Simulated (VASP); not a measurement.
# Al (Im-3m) in VASP: notebook

Runs on Al. Level: PBEsol. Tasks: relaxation of cell and atoms.

All numbers are computed with VASP 6.6.1; they aren't measurements. Logs are shortened: lines on timing, memory, paths and dates and some standing lists are left out, and cuts for length are marked.

## Step 1: The cell of the first run

It takes space group Im-3m (No. 229, cubic). Conventional cell: a = 3.210 Å, b = 3.210 Å, c = 3.210 Å, α = 90.00°, β = 90.00°, γ = 90.00°. Al (site symmetry m-3m) has 14 Al at 2.78 to 3.21 Å within 3.7 Å.

This isn't the form of Al at room conditions, which is fcc.

## Step 2: Relaxation of cell and atoms, PBEsol

INCAR

```
PREC = Accurate
ENCUT = 500
EDIFF = 1E-7
ISMEAR = -1
SIGMA = 0.05
LREAL = F
LASPH = T
NELM = 120
ALGO = Normal
ISIF = 3
LWAVE = F
LCHARG = F
GGA = PS
IBRION = 2
NSW = 60
EDIFFG = -0.03
GGA_COMPAT = F
NELMIN = 4
```

KPOINTS

```
Automatic mesh
0
Gamma
  11 11 11
```

POSCAR

```
Al
1.0
   -1.6050000000      1.6050000000      1.6050000000
    1.6050000000     -1.6050000000      1.6050000000
    1.6050000000      1.6050000000     -1.6050000000
Al
1
Direct
    0.0000000000      0.0000000000      0.0000000000
```

Potentials or basis: VASP PAW PBE potentials, release 64 (Al).

Started as:

```bash
cat potpaw_PBE.64/Al/POTCAR > POTCAR
mpirun -np 1 vasp_std > vasp.out
```

OUTCAR:

```text
PREC = Accurate
   ENCUT = 500
   EDIFF = 1E-7
   ISMEAR = -1
   LREAL = F
   LASPH = T
   NELM = 120
   ISIF = 3
   GGA = PS
   IBRION = 2
   NSW = 60
   EDIFFG = -0.03
   NELMIN = 4

 ion  position               nearest neighbor table
   1  0.000  0.000  0.000-

  LATTYP: Found a body centered cubic cell.
 ALAT       =     3.2100000000

  Lattice vectors:

 A1 = (  -1.6050000000,   1.6050000000,   1.6050000000)
 A2 = (   1.6050000000,  -1.6050000000,   1.6050000000)
 A3 = (   1.6050000000,   1.6050000000,  -1.6050000000)

Analysis of symmetry for initial positions (statically):
=====================================================================
 Subroutine PRICEL returns:
 Original cell was already a primitive cell.

 Routine SETGRP: Setting up the symmetry group for a
 body centered cubic supercell.

 Subroutine GETGRP returns: Found 48 space group operations
 (whereof 48 operations were pure point group operations)
 out of a pool of 48 trial point group operations.

The static configuration has the point symmetry O_h .

Analysis of symmetry for dynamics (positions and initial velocities):
=====================================================================
 Subroutine PRICEL returns:
 Original cell was already a primitive cell.

 Routine SETGRP: Setting up the symmetry group for a
 body centered cubic supercell.

 Subroutine GETGRP returns: Found 48 space group operations
 (whereof 48 operations were pure point group operations)
 out of a pool of 48 trial point group operations.

The dynamic configuration has the point symmetry O_h .

 Subroutine INISYM returns: Found 48 space group operations
 (whereof 48 operations are pure point group operations),
 and found     1 'primitive' translations

----------------------------------------------------------------------------------------

                                     Primitive cell

  volume of cell :      16.5381

  direct lattice vectors                    reciprocal lattice vectors
    -1.605000000  1.605000000  1.605000000     0.000000000  0.311526480  0.311526480
     1.605000000 -1.605000000  1.605000000     0.311526480  0.000000000  0.311526480
     1.605000000  1.605000000 -1.605000000     0.311526480  0.311526480  0.000000000

  length of vectors
     2.779941546  2.779941546  2.779941546     0.440564973  0.440564973  0.440564973

  position of ions in fractional coordinates (direct lattice)
     0.000000000  0.000000000  0.000000000

  ion indices of the primitive-cell ions
   primitive index   ion index
                 1           1

----------------------------------------------------------------------------------------

 KPOINTS: Automatic mesh

Automatic generation of k-mesh.
 Grid dimensions read from file:
 generate k-points for:   11   11   11

 Generating k-lattice:

  Cartesian coordinates                     Fractional coordinates (reciprocal lattice)
     0.000000000  0.028320589  0.028320589     0.090909091  0.000000000  0.000000000
     0.028320589  0.000000000  0.028320589     0.000000000  0.090909091  0.000000000
     0.028320589  0.028320589  0.000000000     0.000000000  0.000000000  0.090909091

  Length of vectors
     0.040051361  0.040051361  0.040051361

  Shift w.r.t. Gamma in fractional coordinates (k-lattice)
     0.000000000  0.000000000  0.000000000

 Subroutine IBZKPT returns following result:
 ===========================================

 Found     56 irreducible k-points:

 Following reciprocal coordinates:
            Coordinates               Weight
  0.000000  0.000000  0.000000      1.000000
  0.090909  0.000000  0.000000     12.000000
  0.181818  0.000000  0.000000     12.000000
  0.272727  0.000000  0.000000     12.000000
  0.363636  0.000000  0.000000     12.000000
  0.454545  0.000000  0.000000     12.000000
[... 16 lines left out ...]
  0.272727  0.181818  0.090909     48.000000
  0.363636  0.181818  0.090909     24.000000
 [... further k-points ...]
   k-points           NKPTS =     56   k-points in BZ     NKDIM =     56   number of bands    NBANDS=      5
   number of dos      NEDOS =    301   number of ions     NIONS =      1
   total plane-waves  NPLWV =   8000
   dimension x,y,z NGX =    20 NGY =   20 NGZ =   20
   dimension x,y,z NGXF=    40 NGYF=   40 NGZF=   40
   ions per type =               1
   NGX,Y,Z   is equivalent  to a cutoff of  11.96, 11.96, 11.96 a.u.
   NGXF,Y,Z  is equivalent  to a cutoff of  23.92, 23.92, 23.92 a.u.
 SYSTEM =  unknown system
   PREC   = accura    normal or accurate (medium, high low for compatibility)
   ISTART =      0    job   : 0-new  1-cont  2-samecut
   ICHARG =      2    charge: 1-file 2-atom 10-const
   ISPIN  =      1    spin polarized calculation?
   LNONCOLLINEAR =      F non collinear calculations
   LSORBIT =      F    spin-orbit coupling
   LASPH  =      T    aspherical Exc in radial PAW
   ENCUT  =  500.0 eV  36.75 Ry    6.06 a.u.   5.07  5.07  5.07*2*pi/ulx,y,z
   NELM   =    120;   NELMIN=  4; NELMDL= -5     # of ELM steps
   EDIFF  = 0.1E-06   stopping-criterion for ELM
   LREAL  =      F    real-space projection
   EDIFFG = -.3E-01   stopping-criterion for IOM
   NSW    =     60    number of steps for IOM
   IBRION =      2    ionic relax: 0-MD 1-quasi-New 2-CG
   NFREE  =      1    steps in history (QN), initial steepest desc. (CG)
   ISIF   =      3    stress and relaxation
   ISYM   =      2    0-nonsym 1-usesym 2-fastsym
   POTIM  = 0.5000    time-step for ionic-motion
   TEBEG  =    0.0;   TEEND  =   0.0 temperature during run
   PSTRESS=    0.0 pullay stress
   NELECT =       3.0000    total number of electrons
   NUPDOWN=      -1.0000    fix difference up-down
   EMIN   =  10.00;   EMAX   =-10.00  energy-range for DOS
   EFERMI =   0.00;   METHOD = LEGACY
   ISMEAR =    -1;   SIGMA  =   0.05  broadening in eV -4-tet -1-fermi 0-gaus
   EFERMI_NEDOS =   21; number of points for ismear=-14 and -15
   IALGO  =     38    algorithm
   IMIX   =      4    mixing-type and parameters
     AMIX     =   0.40;   BMIX     =  1.00
     AMIX_MAG =   1.60;   BMIX_MAG =  1.00
  volume/ion in A,a.u.               =      16.54       111.60
  Fermi-wavevector in a.u.,A,eV,Ry     =   0.926731  1.751267 11.685089  0.858830
  Thomas-Fermi vector in A             =   2.052725
   LORBIT       =      0    0 simple, 1 ext, 2 COOP (PROOUT), +10 PAW based schemes
   GGA     = PS    functional components
   LHFCALC =     F    Hartree Fock is set to
   AEXX    =    0.0000 exact exchange contribution
   IVDW    =     0    specifies the selected vdW correction
   LEPSILON=     F    determine dielectric tensor
   LRPA    =     F    only Hartree local field effects (RPA)
 conjugate gradient relaxation of ions
 non-spin polarized calculation
  energy-cutoff  :      500.00
  volume of cell :       16.54
 maximum number of plane-waves:       429
   NGX = 11   NGY = 11   NGZ = 11

 number of electron       3.0000000 magnetization

 Free energy of the ion-electron system (eV)
  ---------------------------------------------------
  ext. energy  EPLUGINS =         0.00000000
  ---------------------------------------------------
  free energy    TOTEN  =        -3.99594996 eV

  energy without entropy =       -3.99112065  energy(sigma->0) =       -3.99353531

 E-fermi :   7.9461     XC(G=0): -10.2522

 val. band max:        7.9238855353   @ k =   0.3636   0.2727   0.0000
 cond. band min:       7.9570064343   @ k =  -0.3636  -0.4545   0.1818
 fundamental gap:      0.0331208990
 Fermi energy:         7.9461444141

 k-point     1 :       0.0000    0.0000    0.0000
  band No.  band energies     occupation
      1      -3.1834      2.00000
      2      21.1552      0.00000
      3      21.1552      0.00000
      4      21.1552      0.00000
      5      22.5715      0.00000

 k-point     2 :       0.0909    0.0000    0.0000
  band No.  band energies     occupation
      1      -2.9460      2.00000
      2      18.6813      0.00000
      3      19.8231      0.00000
      4      20.2918      0.00000
      5      21.7060      0.00000

 k-point     3 :       0.1818    0.0000    0.0000
  band No.  band energies     occupation
      1      -2.2363      2.00000
      2      14.9487      0.00000
      3      18.3492      0.00000
      4      18.8261      0.00000
      5      20.3064      0.00000

 k-point     4 :       0.2727    0.0000    0.0000
  band No.  band energies     occupation
      1      -1.0613      2.00000
      2      11.3395      0.00000
      3      17.2286      0.00000
      4      17.5619      0.00000
      5      19.1362      0.00000

 k-point     5 :       0.3636    0.0000    0.0000
  band No.  band energies     occupation
      1       0.5674      2.00000
      2       8.0574      0.19490
      3      16.4821      0.00000
      4      16.6817      0.00000
      5      18.3328      0.00000

 k-point     6 :       0.4545    0.0000    0.0000
  band No.  band energies     occupation
      1       2.6267      2.00000
      2       5.1662      2.00000
      3      16.1097      0.00000
      4      16.2342      0.00000
      5      17.9270      0.00000
[... 113 lines left out ...]
 k-point    21 :      -0.0909    0.0909    0.0909
  band No.  band energies     occupation
      1      -2.7090      2.00000
      2      18.1290      0.00000
      3      18.1290      0.00000
      4      20.4585      0.00000
      5      20.5175      0.00000

 k-point    22 :       0.1818    0.1818    0.0909
  band No.  band energies     occupation
      1       0.7984      2.00000
      2      10.3946      0.00000
      3      10.9733      0.00000
      4      13.2208      0.00000
      5      24.7068      0.00000

 k-point    23 :       0.2727    0.1818    0.0909
  band No.  band energies     occupation
      1       2.6315      2.00000
      2       7.5876      1.99846
      3      10.0751      0.00000
      4      12.5742      0.00000
      5      24.3343      0.00000

 k-point    24 :       0.3636    0.1818    0.0909
  band No.  band energies     occupation
      1       4.6624      2.00000
      2       5.1585      2.00000
      3       9.8441      0.00000
      4      12.3589      0.00000
      5      24.1748      0.00000

 [... further k-points ...]

------------------------ aborting loop because EDIFF is reached ----------------------------------------

  FORCE on cell =-STRESS in cart. coord.  units (eV):
  Direction    XX          YY          ZZ          XY          YZ          ZX
  --------------------------------------------------------------------------------------
  -------------------------------------------------------------------------------------
  Total        0.0251117      0.0251117      0.0251117      0.0000000      0.0000000      0.0000000
  in kB        2.4327704      2.4327704      2.4327704      0.0000000      0.0000000      0.0000000
  external PRESSURE =       2.4327704 kB  Pullay stress =       0.0000000 kB

 VOLUME and BASIS-vectors are now :
 -----------------------------------------------------------------------------
  energy-cutoff  :      500.00
  volume of cell :       16.54
      direct lattice vectors                 reciprocal lattice vectors
    -1.605000000  1.605000000  1.605000000     0.000000000  0.311526480  0.311526480
     1.605000000 -1.605000000  1.605000000     0.311526480  0.000000000  0.311526480
     1.605000000  1.605000000 -1.605000000     0.311526480  0.311526480  0.000000000

 POSITION                                       TOTAL-FORCE (eV/Angst)
 -----------------------------------------------------------------------------------
      0.00000      0.00000      0.00000         0.000000     -0.000000      0.000000
 -----------------------------------------------------------------------------------
    total drift:                                0.000000     -0.000000     -0.000000

  FREE ENERGIE OF THE ION-ELECTRON SYSTEM (eV)
  ---------------------------------------------------
  free  energy   TOTEN  =        -3.9959499555 eV

  energy  without entropy=       -3.9911206549  energy(sigma->0) =       -3.99353531

 reached required accuracy - stopping structural energy minimisation
```

Wall time 2.9 s (1 thread of AMD EPYC 9R14 (Zen 4), shared host); peak memory 0.08 GiB.

What came out:

```
Free energy             : -3.9959 eV
Pressure after relaxing : 0.2 GPa
Band gap on the k mesh  : zero (an odd number of electrons rules out a gap without spin polarisation)
```

Final structure:
```yaml
crystal:
  lattice:
    - [-1.60500, 1.60500, 1.60500]
    - [1.60500, -1.60500, 1.60500]
    - [1.60500, 1.60500, -1.60500]
  atoms:
    - { symbol: Al, position: [0.00000, 0.00000, 0.00000] }
```

Caveat: the relaxation stopped at its first step, so nothing moved; the PAW data sets were made with another functional, which shifts forces and pressure a little.

## Step 3: Relaxation of cell and atoms, PBEsol, target pressure 20 GPa, at which the enthalpy is minimised

INCAR

```
SYSTEM = Al
  ALGO = Normal
  EDIFF = 1E-7
  EDIFFG = -0.03
  ENCUT = 500
  GGA = PS
  GGA_COMPAT = .FALSE.
  IBRION = 2
  ISIF = 3
  ISMEAR = -1
  LASPH = .TRUE.
  LCHARG = .FALSE.
  LREAL = .FALSE.
  LWAVE = .FALSE.
  NELM = 120
  NELMIN = 4
  NSW = 60
  PREC = Accurate
  PSTRESS = 200.0
  SIGMA = 0.05
```

KPOINTS

```
k-points
0
G
  11 11 11
  0 0 0
```

POSCAR is that of step 2.

Potentials or basis: VASP PAW PBE potentials, release 64 (Al).

Started as:

```bash
cat potpaw_PBE.64/Al/POTCAR > POTCAR
mpirun -np 1 vasp_std > vasp.out
```

Run time: 6.4 s. Hardware: 1 thread of AMD EPYC 9R14 (Zen 4), shared host; peak memory 0.09 GiB.

The run converged. Its results:

```
Free energy                                                : -3.8458 eV
Relaxed volume                                             : 13.77 Å³/atom
Relaxed cell                                               : a = 2.615 Å, b = 2.615 Å, c = 2.615 Å, α = 109.47°, β = 109.47°, γ = 109.47°
Space group after relaxing (to 0.1 Å)                      : Im-3m (No. 229)
Energy change on relaxing (the run minimises the enthalpy) : +150.2 meV/atom
Ionic steps                                                : 4
Pressure after relaxing                                    : 20.2 GPa
Band gap on the k mesh                                     : zero (an odd number of electrons rules out a gap without spin polarisation)
```

The path:
| step | energy change (eV) | largest force (eV/Å) | pressure (GPa) | volume (Å³) |
| --- | --- | --- | --- | --- |
| 1 | 0.0000 | 0.0000 | 0.24 | 16.54 |
| 2 | 0.4716 | 0.0000 | 44.42 | 12.12 |
| 3 | 0.1438 | 0.0000 | 19.62 | 13.82 |
| 4 | 0.1502 | 0.0000 | 20.18 | 13.77 |

Final structure:
```
CELL_PARAMETERS angstrom
-1.51002 1.51002 1.51002
1.51002 -1.51002 1.51002
1.51002 1.51002 -1.51002
ATOMIC_POSITIONS crystal
Al 0.00000 0.00000 0.00000
```

Levels at points of the mesh, in eV from the Fermi level:
```tsv
k point	band 1	band 2	band 3	band 4	band 5
(0.00, 0.00, 0.00)	-12.51	14.31	14.31	14.31	17.49
```

Caveat: the cell is relaxed towards a set pressure, so the run minimises the enthalpy, not the energy; the volume moved by over 15 % at a fixed basis, so the end points are rough; the PAW data sets were made with another functional, which shifts forces and pressure a little.
